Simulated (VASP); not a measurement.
MgF2, 6 atoms in the cell. It takes space group P4_2/mnm (No. 136, tetragonal). Conventional cell: a = 4.592 Å, b = 4.592 Å, c = 3.031 Å, α = 90.00°, β = 90.00°, γ = 90.00°. Mg (site symmetry mmm) has 6 F at 1.97 to 1.98 Å within 2.6 Å. F (site symmetry m2m) has 3 Mg at 1.97 to 1.98 Å and 1 F at 2.55 Å within 2.6 Å. 

* Program: VASP 6.6.1
* Task: relaxation of shape and atoms at fixed volume
* Functional: PBEsol
* Potentials or basis: VASP PAW PBE potentials, release 64 (Mg, F)
* Cutoff: 600 eV
* k mesh: 6 × 6 × 8
* Occupations: gaussian, width 0.02 eV
* Spin: no spin polarisation
* Dipole correction: no
* Further INCAR settings: ALGO = Normal; EDIFF = 1e-07; IBRION = 2; EDIFFG = -0.01; NSW = 50; ISIF = 4

Potentials or basis: VASP PAW PBE potentials, release 64 (Mg, F).

Run with:

```sh
$ cat potpaw_PBE.64/Mg/POTCAR potpaw_PBE.64/F/POTCAR > POTCAR
$ mpirun -np 1 vasp_std > vasp.out
```

Hardware: 1 thread of AMD EPYC 9R45 96-Core Processor (Zen 5), with other jobs on the host.

Problem. Estimate the wall time of this run.

Solution. Run time: 69 s on 1 thread of AMD EPYC 9R45 96-Core Processor (Zen 5), on a shared host, peak memory 0.2 GiB. Counts: scf iterations 24, k points 50, ion steps 3.
